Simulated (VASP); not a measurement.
# Ta2C (P-3m1) in VASP: single point with r2SCAN

Aim: the single point of Ta2C with r2SCAN.

Everything below comes from runs of VASP 6.6.1. Logs are shortened: lines on timing, memory, paths and dates and some standing lists are left out, and cuts for length are marked.

## Step 1: The cell of the first run

It takes space group P-3m1 (No. 164, trigonal). Conventional cell: a = 3.110 Å, b = 3.110 Å, c = 10.385 Å, α = 90.00°, β = 90.00°, γ = 120.00°. Within 2.9 Å of Ta (site symmetry 3m) lie 3 C at 2.19 Å. Ta (site symmetry 3m) has 3 C at 2.19 Å within 2.9 Å. C (site symmetry 3m) has 6 Ta at 2.19 Å within 2.9 Å.

## Step 2: Single point, r2SCAN (the distance across one plane changed)

Contents of POSCAR:

```
Ta2C
1.0
   -3.1101644567      0.0000000000      0.0000000000
   -1.5550822284     -2.6934814295      0.0000000000
    0.0000000000      0.0000000000     10.3845978913
Ta C
4 2
Direct
    0.3333333333      0.3333333333      0.8345662990
    0.3333333333      0.3333333333      0.3586404136
    0.6666666667      0.6666666667      0.1172854718
    0.6666666667      0.6666666667      0.5932113571
    0.0000000000      1.0000000000      0.7138888281
    0.0000000000      1.0000000000      0.2379629427
```

Contents of INCAR.step1:

```
PREC = Accurate ; ENCUT = 520
ISMEAR = 0 ; SIGMA = 0.15
LREAL = False ; LASPH = True
NELM = 100 ; NBANDS = 35
GGA = PE ; ALGO = Normal
EDIFF = 1E-4 ; LWAVE = True
LCHARG = False
```

Contents of INCAR.step2:

```
PREC = Accurate ; ENCUT = 520
EDIFF = 1E-6 ; ISMEAR = 0
SIGMA = 0.15 ; LREAL = False
LASPH = True ; NELM = 100
ALGO = Normal ; ISIF = 2
LWAVE = False ; LCHARG = False
METAGGA = R2SCAN ; LMIXTAU = True
NBANDS = 35 ; ISTART = 1
```

Contents of KPOINTS:

```
Automatic mesh
0
Gamma
  17 17 5
```

Potentials or basis: VASP PAW PBE potentials, release 64 (Ta_pv, C).

Launch:

```console
> cat potpaw_PBE.64/Ta_pv/POTCAR potpaw_PBE.64/C/POTCAR > POTCAR
> cp INCAR.step1 INCAR
> mpirun -np 1 vasp_std > vasp.out
> cp INCAR.step2 INCAR
> mpirun -np 1 vasp_std > vasp.out
```

OUTCAR:

```text
PREC = Accurate
   ENCUT = 520
   EDIFF = 1E-6
   ISMEAR = 0
   LREAL = False
   LASPH = True
   NELM = 100
   ISIF = 2
   METAGGA = R2SCAN
   ISTART = 1

 ion  position               nearest neighbor table
   1  0.333  0.333  0.835-   5 2.19   5 2.19   5 2.19   4 3.08   4 3.08   4 3.08   3 3.44   3 3.44
                             3 3.44
   2  0.333  0.333  0.359-   6 2.19   6 2.19   6 2.19   4 3.03   4 3.03   4 3.03   3 3.08   3 3.08
                             3 3.08
   3  0.667  0.667  0.117-   6 2.19   6 2.19   6 2.19   2 3.08   2 3.08   2 3.08   1 3.44   1 3.44
                             1 3.44
   4  0.667  0.667  0.593-   5 2.19   5 2.19   5 2.19   2 3.03   2 3.03   2 3.03   1 3.08   1 3.08
                             1 3.08
   5  0.000  0.000  0.714-   1 2.19   1 2.19   1 2.19   4 2.19   4 2.19   4 2.19
   6  0.000  0.000  0.238-   2 2.19   3 2.19   3 2.19   2 2.19   2 2.19   3 2.19

  LATTYP: Found a hexagonal cell.
 ALAT       =     3.1101644568
 C/A-ratio  =     3.3389224382

  Lattice vectors:

 A1 = (   1.5550822284,   2.6934814295,   0.0000000000)
 A2 = (  -3.1101644567,   0.0000000000,   0.0000000000)
 A3 = (   0.0000000000,   0.0000000000,  10.3845978913)

Analysis of symmetry for initial positions (statically):
=====================================================================
 Subroutine PRICEL returns:
 Original cell was already a primitive cell.

 Routine SETGRP: Setting up the symmetry group for a
 hexagonal supercell.

 Subroutine GETGRP returns: Found 12 space group operations
 (whereof  6 operations were pure point group operations)
 out of a pool of 24 trial point group operations.

The static configuration has the point symmetry C_3v.
 The point group associated with its full space group is D_3d.

Analysis of symmetry for dynamics (positions and initial velocities):
=====================================================================
 Subroutine PRICEL returns:
 Original cell was already a primitive cell.

 Routine SETGRP: Setting up the symmetry group for a
 hexagonal supercell.

 Subroutine GETGRP returns: Found 12 space group operations
 (whereof  6 operations were pure point group operations)
 out of a pool of 24 trial point group operations.

The dynamic configuration has the point symmetry C_3v.
 The point group associated with its full space group is D_3d.

 Subroutine INISYM returns: Found 12 space group operations
 (whereof  6 operations are pure point group operations),
 and found     1 'primitive' translations

----------------------------------------------------------------------------------------

                                     Primitive cell

  volume of cell :      86.9935

  direct lattice vectors                    reciprocal lattice vectors
    -3.110164457  0.000000000  0.000000000    -0.321526406  0.185633357  0.000000000
    -1.555082228 -2.693481429  0.000000000     0.000000000 -0.371266714  0.000000000
     0.000000000  0.000000000 10.384597891     0.000000000  0.000000000  0.096296459

  length of vectors
     3.110164457  3.110164457 10.384597891     0.371266714  0.371266714  0.096296459

  position of ions in fractional coordinates (direct lattice)
     0.333333333  0.333333333  0.834566299
     0.333333333  0.333333333  0.358640414
     0.666666667  0.666666667  0.117285472
     0.666666667  0.666666667  0.593211357
     0.000000000  0.000000000  0.713888828
     0.000000000  0.000000000  0.237962943

  ion indices of the primitive-cell ions
   primitive index   ion index
                 1           1
                 2           2
                 3           3
                 4           4
                 5           5
                 6           6

----------------------------------------------------------------------------------------

 KPOINTS: Automatic mesh

Automatic generation of k-mesh.
 Grid dimensions read from file:
 generate k-points for:   17   17    5

 Generating k-lattice:

  Cartesian coordinates                     Fractional coordinates (reciprocal lattice)
    -0.018913318  0.010919609  0.000000000     0.058823529  0.000000000  0.000000000
     0.000000000 -0.021839218  0.000000000     0.000000000  0.058823529  0.000000000
     0.000000000  0.000000000  0.019259292     0.000000000  0.000000000  0.200000000

  Length of vectors
     0.021839218  0.021839218  0.019259292

  Shift w.r.t. Gamma in fractional coordinates (k-lattice)
     0.000000000  0.000000000  0.000000000

 Subroutine IBZKPT returns following result:
 ===========================================

 Found    147 irreducible k-points:

 Following reciprocal coordinates:
            Coordinates               Weight
  0.000000  0.000000  0.000000      1.000000
  0.058824  0.000000  0.000000      6.000000
  0.117647  0.000000  0.000000      6.000000
  0.176471  0.000000  0.000000      6.000000
  0.235294  0.000000  0.000000      6.000000
  0.294118 -0.000000  0.000000      6.000000
[... 16 lines left out ...]
 -0.470588  0.117647  0.000000     12.000000
  0.352941  0.176471  0.000000      6.000000
 [... further k-points ...]
   k-points           NKPTS =    147   k-points in BZ     NKDIM =    147   number of bands    NBANDS=     35
   number of dos      NEDOS =    301   number of ions     NIONS =      6
   total plane-waves  NPLWV =  46080
   dimension x,y,z NGX =    24 NGY =   24 NGZ =   80
   dimension x,y,z NGXF=    48 NGYF=   48 NGZF=  160
   ions per type =               4   2
   NGX,Y,Z   is equivalent  to a cutoff of  12.83, 12.83, 12.81 a.u.
   NGXF,Y,Z  is equivalent  to a cutoff of  25.66, 25.66, 25.61 a.u.
 SYSTEM =  unknown system
   PREC   = accura    normal or accurate (medium, high low for compatibility)
   ISTART =      1    job   : 0-new  1-cont  2-samecut
   ICHARG =      0    charge: 1-file 2-atom 10-const
   ISPIN  =      1    spin polarized calculation?
   LNONCOLLINEAR =      F non collinear calculations
   LSORBIT =      F    spin-orbit coupling
   LASPH  =      T    aspherical Exc in radial PAW
   ENCUT  =  520.0 eV  38.22 Ry    6.18 a.u.   5.78  5.78 19.31*2*pi/ulx,y,z
   NELM   =    100;   NELMIN=  2; NELMDL=  0     # of ELM steps
   EDIFF  = 0.1E-05   stopping-criterion for ELM
   LREAL  =      F    real-space projection
   EDIFFG = 0.1E-04   stopping-criterion for IOM
   NSW    =      0    number of steps for IOM
   IBRION =     -1    ionic relax: 0-MD 1-quasi-New 2-CG
   NFREE  =      0    steps in history (QN), initial steepest desc. (CG)
   ISIF   =      2    stress and relaxation
   ISYM   =      2    0-nonsym 1-usesym 2-fastsym
   POTIM  = 0.5000    time-step for ionic-motion
   TEBEG  =    0.0;   TEEND  =   0.0 temperature during run
   PSTRESS=    0.0 pullay stress
   NELECT =      52.0000    total number of electrons
   NUPDOWN=      -1.0000    fix difference up-down
   EMIN   =  10.00;   EMAX   =-10.00  energy-range for DOS
   EFERMI =   0.00;   METHOD = LEGACY
   ISMEAR =     0;   SIGMA  =   0.15  broadening in eV -4-tet -1-fermi 0-gaus
   EFERMI_NEDOS =   21; number of points for ismear=-14 and -15
   IALGO  =     38    algorithm
   IMIX   =      4    mixing-type and parameters
     AMIX     =   0.40;   BMIX     =  1.00
     AMIX_MAG =   1.60;   BMIX_MAG =  1.00
  volume/ion in A,a.u.               =      14.50        97.84
  Fermi-wavevector in a.u.,A,eV,Ry     =   1.379051  2.606028 25.875304  1.901781
  Thomas-Fermi vector in A             =   2.504056
   LORBIT       =      0    0 simple, 1 ext, 2 COOP (PROOUT), +10 PAW based schemes
   METAGGA = R2SCAN    functional components
   LHFCALC =     F    Hartree Fock is set to
   AEXX    =    0.0000 exact exchange contribution
   IVDW    =     0    specifies the selected vdW correction
   LEPSILON=     F    determine dielectric tensor
   LRPA    =     F    only Hartree local field effects (RPA)
 non-spin polarized calculation
 Gauss-broadening in eV      SIGMA  =   0.15
  energy-cutoff  :      520.00
  volume of cell :       86.99
 maximum number of plane-waves:      2361
   NGX = 11   NGY = 11   NGZ = 39

 number of electron      51.9999999 magnetization

 Free energy of the ion-electron system (eV)
  ---------------------------------------------------
  ext. energy  EPLUGINS =         0.00000000
  ---------------------------------------------------
  free energy    TOTEN  =      -217.66973891 eV

  energy without entropy =     -217.65406692  energy(sigma->0) =     -217.66190291

 E-fermi :   6.0892     XC(G=0): -13.5324

 val. band max:        6.0784577328   @ k =   0.0000   0.0000   0.4000
 cond. band min:       6.1035148200   @ k =   0.1176   0.0000   0.0000
 fundamental gap:      0.0250570872
 Fermi energy:         6.0892183419

 k-point     1 :       0.0000    0.0000    0.0000
  band No.  band energies     occupation
      1     -30.1792      2.00000
      2     -29.9724      2.00000
      3     -29.7111      2.00000
      4     -29.5620      2.00000
      5     -29.5620      2.00000
      6     -29.5495      2.00000
[... 27 lines left out ...]
     34       8.8132      0.00000
     35       9.2090      0.00000

 k-point     2 :       0.0588    0.0000    0.0000
  band No.  band energies     occupation
      1     -30.1712      2.00000
      2     -29.9713      2.00000
      3     -29.7140      2.00000
      4     -29.5829      2.00000
      5     -29.5676      2.00000
      6     -29.5669      2.00000
[... 27 lines left out ...]
     34       8.9872      0.00000
     35       9.4160      0.00000

 k-point     3 :       0.1176    0.0000    0.0000
  band No.  band energies     occupation
      1     -30.1480      2.00000
      2     -29.9696      2.00000
      3     -29.7293      2.00000
      4     -29.6417      2.00000
      5     -29.6111      2.00000
      6     -29.5835      2.00000
[... 27 lines left out ...]
     34       9.3072      0.00000
     35       9.4116      0.00000
[... 723 lines left out ...]
 k-point    23 :      -0.4706    0.1176    0.0000
  band No.  band energies     occupation
      1     -30.1693      2.00000
      2     -30.1506      2.00000
      3     -30.0823      2.00000
      4     -29.9826      2.00000
      5     -29.8212      2.00000
      6     -29.7704      2.00000
[... 27 lines left out ...]
     34      10.8495      0.00000
     35      11.2354      0.00000

 k-point    24 :       0.3529    0.1765    0.0000
  band No.  band energies     occupation
      1     -30.0282      2.00000
      2     -30.0269      2.00000
      3     -29.9378      2.00000
      4     -29.8886      2.00000
      5     -29.8321      2.00000
      6     -29.7171      2.00000
[... 27 lines left out ...]
     34      10.1194      0.00000
     35      10.2528      0.00000

 [... further k-points ...]

------------------------ aborting loop because EDIFF is reached ----------------------------------------

  FORCE on cell =-STRESS in cart. coord.  units (eV):
  Direction    XX          YY          ZZ          XY          YZ          ZX
  --------------------------------------------------------------------------------------
  -------------------------------------------------------------------------------------
  Total       -1.1778822     -1.1778822     -6.7477857     -0.0000000     -0.0000000     -0.0000000
  in kB      -21.6932896    -21.6932896   -124.2753057     -0.0000000     -0.0000000     -0.0000000
  external PRESSURE =     -55.8872950 kB  Pullay stress =       0.0000000 kB

 VOLUME and BASIS-vectors are now :
 -----------------------------------------------------------------------------
  energy-cutoff  :      520.00
  volume of cell :       86.99
      direct lattice vectors                 reciprocal lattice vectors
    -3.110164457  0.000000000  0.000000000    -0.321526406  0.185633357  0.000000000
    -1.555082228 -2.693481429  0.000000000     0.000000000 -0.371266714  0.000000000
     0.000000000  0.000000000 10.384597891     0.000000000  0.000000000  0.096296459

 POSITION                                       TOTAL-FORCE (eV/Angst)
 -----------------------------------------------------------------------------------
     -1.55508     -0.89783      8.66664        -0.000000     -0.000000      1.681715
     -1.55508     -0.89783      3.72434         0.000000     -0.000000     -0.422755
     -3.11016     -1.79565      1.21796         0.000000      0.000000     -1.681715
     -3.11016     -1.79565      6.16026        -0.000000      0.000000      0.422755
      0.00000      0.00000      7.41345         0.000000      0.000000      0.265412
      0.00000      0.00000      2.47115         0.000000      0.000000     -0.265412
 -----------------------------------------------------------------------------------
    total drift:                               -0.000000     -0.000000      0.000007

  FREE ENERGIE OF THE ION-ELECTRON SYSTEM (eV)
  ---------------------------------------------------
  free  energy   TOTEN  =      -217.6697389074 eV

  energy  without entropy=     -217.6540669188  energy(sigma->0) =     -217.66190291
```

Run time: 9.1 min. Hardware: 1 thread of Intel Xeon 6975P-C (Granite Rapids), shared host; peak memory 0.46 GiB.

What came out:

```yaml
Free_energy: -217.6697 eV
Pressure: -5.6 GPa
Largest_force: 1.682 eV/Å
Band_gap_on_the_k_mesh: zero (bands 26 and 27 overlap by 0.31 eV)
```

Forces on the atoms (eV/Å):
```
Ta   0.000  0.000  1.682
Ta   0.000  0.000 -0.423
Ta   0.000  0.000 -1.682
Ta   0.000  0.000  0.423
C    0.000  0.000  0.265
C    0.000  0.000 -0.265
```

Caveat: the cell differs from its parent crystal (the distance across one plane changed); the stress differs along the axes, from -12 to -2 GPa; the PAW data sets were made with another functional, which shifts forces and pressure a little; spin-orbit coupling is left out, which moves the levels of the heavy elements.

The gap in the log of VASP goes by the Fermi energy; the results here count the filled bands.